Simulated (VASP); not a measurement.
# Li in VASP: notebook

Li is run at these levels: PBE; tasks: single point, relaxation of cell and atoms.

Program: VASP 6.6.1. These are calculated values, not measurements. Logs are shortened: lines on timing, memory, paths and dates and some standing lists are left out, and cuts for length are marked.

## 1. The cell of the first run

The typed cell holds 2 atoms: a = 3.880 Å, b = 3.880 Å, c = 3.880 Å, α = 120.37°, β = 120.37°, γ = 89.35°.

The cell was built from a structure type or drawn by symmetry, and may not be a known phase.

## 2. Single point, PBE

The input, INCAR:

```
  PREC = Accurate
  ENCUT = 520
  EDIFF = 1E-7
  ISMEAR = 0
  SIGMA = 0.1
  LREAL = False
  LASPH = True
  NELM = 100
  ALGO = Normal
  ISIF = 2
  LWAVE = False
  LCHARG = False
  GGA = PE
  NBANDS = 10
```

The input, KPOINTS:

```
Automatic mesh
0
Gamma
  6 6 6
```

The input, POSCAR:

```
Li
1.0
   -1.9290661861      1.9290661861      2.7590158373
    1.9290661861     -1.9290661861      2.7590158373
    1.9290661861      1.9290661861     -2.7590158373
Li
2
Direct
    0.7503318315      0.7503318315      0.0000000000
    0.2496681685      0.2496681685      0.0000000000
```

Potentials or basis: VASP PAW PBE potentials, release 64 (Li_sv).

On the command line:

```console
$ cat potpaw_PBE.64/Li_sv/POTCAR > POTCAR
$ mpirun -np 1 vasp_std > vasp.out
```

OUTCAR:

```text
PREC = Accurate
   ENCUT = 520
   EDIFF = 1E-7
   ISMEAR = 0
   LREAL = False
   LASPH = True
   NELM = 100
   ISIF = 2
   GGA = PE

 ion  position               nearest neighbor table
   1  0.750  0.750  0.000-
   2  0.250  0.250  0.000-

  LATTYP: Found a body centered tetragonal cell.
 ALAT       =     3.8581323722
 C/A-ratio  =     1.4302338910

  Lattice vectors:

 A1 = (  -1.9290661861,   1.9290661861,   2.7590158373)
 A2 = (   1.9290661861,  -1.9290661861,   2.7590158373)
 A3 = (   1.9290661861,   1.9290661861,  -2.7590158373)

Analysis of symmetry for initial positions (statically):
=====================================================================
 Subroutine PRICEL returns:
 Original cell was already a primitive cell.

 Routine SETGRP: Setting up the symmetry group for a
 body centered tetragonal supercell.

 Subroutine GETGRP returns: Found 16 space group operations
 (whereof 16 operations were pure point group operations)
 out of a pool of 16 trial point group operations.

The static configuration has the point symmetry D_4h.

Analysis of symmetry for dynamics (positions and initial velocities):
=====================================================================
 Subroutine PRICEL returns:
 Original cell was already a primitive cell.

 Routine SETGRP: Setting up the symmetry group for a
 body centered tetragonal supercell.

 Subroutine GETGRP returns: Found 16 space group operations
 (whereof 16 operations were pure point group operations)
 out of a pool of 16 trial point group operations.

The dynamic configuration has the point symmetry D_4h.

 Subroutine INISYM returns: Found 16 space group operations
 (whereof 16 operations are pure point group operations),
 and found     1 'primitive' translations

----------------------------------------------------------------------------------------

                                     Primitive cell

  volume of cell :      41.0685

  direct lattice vectors                    reciprocal lattice vectors
    -1.929066186  1.929066186  2.759015837     0.000000000  0.259192766  0.181224041
     1.929066186 -1.929066186  2.759015837     0.259192766  0.000000000  0.181224041
     1.929066186  1.929066186 -2.759015837     0.259192766  0.259192766  0.000000000

  length of vectors
     3.880046532  3.880046532  3.880046532     0.316264198  0.316264198  0.366553925

  position of ions in fractional coordinates (direct lattice)
     0.750331831  0.750331831  0.000000000
     0.249668169  0.249668169  0.000000000

  ion indices of the primitive-cell ions
   primitive index   ion index
                 1           1
                 2           2

----------------------------------------------------------------------------------------

 KPOINTS: Automatic mesh

Automatic generation of k-mesh.
 Grid dimensions read from file:
 generate k-points for:    6    6    6

 Generating k-lattice:

  Cartesian coordinates                     Fractional coordinates (reciprocal lattice)
     0.000000000  0.043198794  0.030204007     0.166666667  0.000000000  0.000000000
     0.043198794  0.000000000  0.030204007     0.000000000  0.166666667  0.000000000
     0.043198794  0.043198794  0.000000000     0.000000000  0.000000000  0.166666667

  Length of vectors
     0.052710700  0.052710700  0.061092321

  Shift w.r.t. Gamma in fractional coordinates (k-lattice)
     0.000000000  0.000000000  0.000000000

 Subroutine IBZKPT returns following result:
 ===========================================

 Found     30 irreducible k-points:

 Following reciprocal coordinates:
            Coordinates               Weight
  0.000000  0.000000  0.000000      1.000000
  0.166667  0.000000  0.000000      8.000000
  0.333333  0.000000  0.000000      8.000000
  0.500000 -0.000000  0.000000      4.000000
  0.166667  0.166667  0.000000      8.000000
  0.333333  0.166667  0.000000     16.000000
[... 16 lines left out ...]
 -0.333333 -0.333333  0.166667      8.000000
 -0.166667 -0.333333  0.166667      8.000000
 [... further k-points ...]
   k-points           NKPTS =     30   k-points in BZ     NKDIM =     30   number of bands    NBANDS=     10
   number of dos      NEDOS =    301   number of ions     NIONS =      2
   total plane-waves  NPLWV =  27000
   dimension x,y,z NGX =    30 NGY =   30 NGZ =   30
   dimension x,y,z NGXF=    60 NGYF=   60 NGZF=   60
   ions per type =               2
   NGX,Y,Z   is equivalent  to a cutoff of  12.85, 12.85, 12.85 a.u.
   NGXF,Y,Z  is equivalent  to a cutoff of  25.71, 25.71, 25.71 a.u.
 SYSTEM =  unknown system
   PREC   = accura    normal or accurate (medium, high low for compatibility)
   ISTART =      0    job   : 0-new  1-cont  2-samecut
   ICHARG =      2    charge: 1-file 2-atom 10-const
   ISPIN  =      1    spin polarized calculation?
   LNONCOLLINEAR =      F non collinear calculations
   LSORBIT =      F    spin-orbit coupling
   LASPH  =      T    aspherical Exc in radial PAW
   ENCUT  =  520.0 eV  38.22 Ry    6.18 a.u.   7.21  7.21  7.21*2*pi/ulx,y,z
   NELM   =    100;   NELMIN=  2; NELMDL= -5     # of ELM steps
   EDIFF  = 0.1E-06   stopping-criterion for ELM
   LREAL  =      F    real-space projection
   EDIFFG = 0.1E-05   stopping-criterion for IOM
   NSW    =      0    number of steps for IOM
   IBRION =     -1    ionic relax: 0-MD 1-quasi-New 2-CG
   NFREE  =      0    steps in history (QN), initial steepest desc. (CG)
   ISIF   =      2    stress and relaxation
   ISYM   =      2    0-nonsym 1-usesym 2-fastsym
   POTIM  = 0.5000    time-step for ionic-motion
   TEBEG  =    0.0;   TEEND  =   0.0 temperature during run
   PSTRESS=    0.0 pullay stress
   NELECT =       6.0000    total number of electrons
   NUPDOWN=      -1.0000    fix difference up-down
   EMIN   =  10.00;   EMAX   =-10.00  energy-range for DOS
   EFERMI =   0.00;   METHOD = LEGACY
   ISMEAR =     0;   SIGMA  =   0.10  broadening in eV -4-tet -1-fermi 0-gaus
   EFERMI_NEDOS =   21; number of points for ismear=-14 and -15
   IALGO  =     38    algorithm
   IMIX   =      4    mixing-type and parameters
     AMIX     =   0.40;   BMIX     =  1.00
     AMIX_MAG =   1.60;   BMIX_MAG =  1.00
  volume/ion in A,a.u.               =      20.53       138.57
  Fermi-wavevector in a.u.,A,eV,Ry     =   0.862229  1.629376 10.115091  0.743438
  Thomas-Fermi vector in A             =   1.980000
   LORBIT       =      0    0 simple, 1 ext, 2 COOP (PROOUT), +10 PAW based schemes
   GGA     = PE    functional components
   LHFCALC =     F    Hartree Fock is set to
   AEXX    =    0.0000 exact exchange contribution
   IVDW    =     0    specifies the selected vdW correction
   LEPSILON=     F    determine dielectric tensor
   LRPA    =     F    only Hartree local field effects (RPA)
 non-spin polarized calculation
 Gauss-broadening in eV      SIGMA  =   0.10
  energy-cutoff  :      520.00
  volume of cell :       41.07
 maximum number of plane-waves:      1119
 NGX is ok and might be reduce to    30
   NGX = 15   NGY = 15   NGZ = 15

 number of electron       6.0000003 magnetization

 Free energy of the ion-electron system (eV)
  ---------------------------------------------------
  ext. energy  EPLUGINS =         0.00000000
  ---------------------------------------------------
  free energy    TOTEN  =        -3.53041855 eV

  energy without entropy =       -3.51846468  energy(sigma->0) =       -3.52444162

 E-fermi :   0.6285     XC(G=0):  -7.0101

 val. band max:        0.6198058745   @ k =  -0.3333   0.5000   0.1667
 cond. band min:       0.6432345858   @ k =   0.3333   0.1667   0.1667
 fundamental gap:      0.0234287112
 Fermi energy:         0.6285155561

 k-point     1 :       0.0000    0.0000    0.0000
  band No.  band energies     occupation
      1     -46.2470      2.00000
      2     -46.1887      2.00000
      3      -2.9205      2.00000
      4       7.1678      0.00000
      5       7.1678      0.00000
      6       7.2727      0.00000
      7      10.5961      0.00000
      8      10.6586      0.00000
      9      10.6586      0.00000
     10      11.9070      0.00000

 k-point     2 :       0.1667    0.0000    0.0000
  band No.  band energies     occupation
      1     -46.2429      2.00000
      2     -46.1925      2.00000
      3      -2.6095      2.00000
      4       5.1662      0.00000
      5       6.9242      0.00000
      6       6.9445      0.00000
      7      10.4003      0.00000
      8      10.4365      0.00000
      9      10.6607      0.00000
     10      11.7291      0.00000

 k-point     3 :       0.3333    0.0000    0.0000
  band No.  band energies     occupation
      1     -46.2318      2.00000
      2     -46.2026      2.00000
      3      -1.6598      2.00000
      4       2.2796      0.00000
      5       6.7808      0.00000
      6       6.8293      0.00000
      7       8.4872      0.00000
      8       8.6525      0.00000
      9      11.1609      0.00000
     10      12.4890      0.00000

 k-point     4 :       0.5000   -0.0000    0.0000
  band No.  band energies     occupation
      1     -46.2171      2.00000
      2     -46.2169      2.00000
      3      -0.0381      2.00000
      4      -0.0349      2.00000
      5       7.2520      0.00000
      6       7.2686      0.00000
      7       7.3654      0.00000
      8       7.3726      0.00000
      9      12.0690      0.00000
     10      12.0698      0.00000

 k-point     5 :       0.1667    0.1667    0.0000
  band No.  band energies     occupation
      1     -46.2370      2.00000
      2     -46.1977      2.00000
      3      -2.0926      2.00000
      4       4.0337      0.00000
      5       4.8645      0.00000
      6       8.0052      0.00000
      7       8.2917      0.00000
      8      10.2245      0.00000
      9      10.7485      0.00000
     10      11.7393      0.00000

 k-point     6 :       0.3333    0.1667    0.0000
  band No.  band energies     occupation
      1     -46.2257      2.00000
      2     -46.2083      2.00000
      3      -0.9321      2.00000
      4       1.6215      0.00000
      5       4.5934      0.00000
      6       6.2559      0.00000
      7       9.0492      0.00000
      8       9.0870      0.00000
      9      12.0150      0.00000
     10      13.7183      0.00000
[... 183 lines left out ...]
 k-point    21 :      -0.3333    0.5000    0.1667
  band No.  band energies     occupation
      1     -46.2177      2.00000
      2     -46.2158      2.00000
      3       0.6198      1.09803
      4       0.6673      0.58329
      5       3.7590      0.00000
      6       3.8925      0.00000
      7      10.0785      0.00000
      8      10.1337      0.00000
      9      12.5439      0.00000
     10      12.6103      0.00000

 k-point    22 :      -0.1667    0.5000    0.1667
  band No.  band energies     occupation
      1     -46.2225      2.00000
      2     -46.2113      2.00000
      3      -0.4338      2.00000
      4       0.9299      0.00002
      5       5.1084      0.00000
      6       5.3785      0.00000
      7       8.2546      0.00000
      8      10.0823      0.00000
      9      11.9002      0.00000
     10      13.1518      0.00000

 k-point    23 :      -0.3333   -0.3333    0.1667
  band No.  band energies     occupation
      1     -46.2275      2.00000
      2     -46.2063      2.00000
      3      -0.8958      2.00000
      4       2.5177      0.00000
      5       3.7945      0.00000
      6       4.7813      0.00000
      7       9.4359      0.00000
      8       9.6799      0.00000
      9      11.0405      0.00000
     10      14.7993      0.00000

 k-point    24 :      -0.1667   -0.3333    0.1667
  band No.  band energies     occupation
      1     -46.2347      2.00000
      2     -46.1998      2.00000
      3      -1.8001      2.00000
      4       3.4120      0.00000
      5       5.1765      0.00000
      6       6.4374      0.00000
      7       7.8732      0.00000
      8       9.4587      0.00000
      9      11.6347      0.00000
     10      13.3394      0.00000

 [... further k-points ...]

------------------------ aborting loop because EDIFF is reached ----------------------------------------

  FORCE on cell =-STRESS in cart. coord.  units (eV):
  Direction    XX          YY          ZZ          XY          YZ          ZX
  --------------------------------------------------------------------------------------
  -------------------------------------------------------------------------------------
  Total        0.0069318      0.0069318     -0.1027343      0.0000000     -0.0000000      0.0000000
  in kB        0.2704261      0.2704261     -4.0079051      0.0000000     -0.0000000      0.0000000
  external PRESSURE =      -1.1556843 kB  Pullay stress =       0.0000000 kB

 VOLUME and BASIS-vectors are now :
 -----------------------------------------------------------------------------
  energy-cutoff  :      520.00
  volume of cell :       41.07
      direct lattice vectors                 reciprocal lattice vectors
    -1.929066186  1.929066186  2.759015837     0.000000000  0.259192766  0.181224041
     1.929066186 -1.929066186  2.759015837     0.259192766  0.000000000  0.181224041
     1.929066186  1.929066186 -2.759015837     0.259192766  0.259192766  0.000000000

 POSITION                                       TOTAL-FORCE (eV/Angst)
 -----------------------------------------------------------------------------------
      0.00000      0.00000      4.14035         0.000000      0.000000     -0.004594
      0.00000      0.00000      1.37768        -0.000000     -0.000000      0.004594
 -----------------------------------------------------------------------------------
    total drift:                               -0.000000      0.000000     -0.000000

  FREE ENERGIE OF THE ION-ELECTRON SYSTEM (eV)
  ---------------------------------------------------
  free  energy   TOTEN  =        -3.5304185521 eV

  energy  without entropy=       -3.5184646845  energy(sigma->0) =       -3.52444162
```

Run time: 11 s. Hardware: 1 thread of Intel Xeon Platinum 8259CL at 2.50GHz (Skylake/Cascade Lake), shared host; peak memory 0.15 GiB.

Results:

```yaml
Free_energy: -3.5304 eV
Largest_force: 0.005 eV/Å
Band_gap_on_the_k_mesh: zero (bands 3 and 4 overlap by 0.68 eV)
```

Forces in eV/Å, atoms in the order of the input:
```
Li   0.000  0.000 -0.005
Li   0.000  0.000  0.005
```

Caveat: the cutoff is under 1.25 times the usual one of these potentials, so pressure, stress and relaxed cells hold a basis-set (Pulay) error.

(Continued in part 2 of 2.)
